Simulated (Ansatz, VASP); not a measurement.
**One calculation of C, two programs**

File INCAR:

```
SYSTEM = C
PREC = Accurate
ENCUT = 520
EDIFF = 1E-7
ISMEAR = 0
SIGMA = 0.15
LREAL = .FALSE.
LASPH = .TRUE.
NELM = 100
ALGO = Normal
ISIF = 2
LWAVE = .FALSE.
LCHARG = .TRUE.
GGA = PE
IVDW = 12
LELF = .TRUE.
LVHAR = .TRUE.
NBANDS = 16
```

Contents of KPOINTS:

```
Automatic mesh
0
G
  18 12 10
  0 0 0
```

POSCAR

```
C
1.0
   -2.4646600698      0.0000000000      0.0000000000
    0.0000000000      0.0000000000     -3.5719696368
    0.0000000000     -4.2689164642      0.0000000000
C
4
Direct
    0.5000000000      0.0000000000      0.1891548088
    0.0000000000      0.0000000000      0.6610446312
    0.0000000000      0.0000000000      0.3108451912
    0.5000000000      0.0000000000      0.8389553688
```

Input for Ansatz:

```yaml
crystal:
  lattice:
    - [-2.4646600698, 0.0, 0.0]
    - [0.0, 0.0, -3.5719696368]
    - [0.0, -4.2689164642, 0.0]
  atoms:
    - { symbol: C, position: [0.5, 0.0, 0.1891548088] }
    - { symbol: C, position: [0.0, 0.0, 0.6610446312] }
    - { symbol: C, position: [0.0, 0.0, 0.3108451912] }
    - { symbol: C, position: [0.5, 0.0, 0.8389553688] }
basis:
  ecutwfc: 520.0
kpoints:
  mp_grid: { grid: [18, 12, 10] }
hamiltonian:
  xc: pbe
  pseudopotentials: { kind: paw, azcp: { folder: soft_1 } }
  dispersion: d3bj
scf:
  occupations: { method: gaussian, width: 0.15 }
output:
  forces: true
  stress: true
  eigenvalues: true
```

Change from the starting cell: mode 8 frozen in at -0.060 Å and mode 12 at -0.036 Å (largest displacements).

Alike in both runs: task single point; functional PBE; dispersion D3(BJ); k mesh 18 × 12 × 10; occupations gaussian, width 0.15 eV; no spin polarisation.

|  | VASP | Ansatz |
| --- | --- | --- |
| version | VASP 6.6.1 | Ansatz 0.2.0 |
| potentials or method | VASP PAW PBE potentials, release 64 (C), cutoff 520 eV | scalar-relativistic, plane waves, PAW |
| valence electrons in the cell | 16 | 16 |

```csv
,VASP,Ansatz,Ansatz less VASP
gap on the k mesh at the Fermi level (eV),none,none,-
pressure (GPa),4.7,4.4,-0.33
"traceless stress, the component that is largest in VASP (GPa)",13.41,13.13,-0.280
rms of the force components (eV/Å),3.400,3.410,+0.0103
```

Atom by atom the forces differ by 0.012 eV/Å (rms over components). A gap of «none» marks a metal or a gap that the smearing closes.
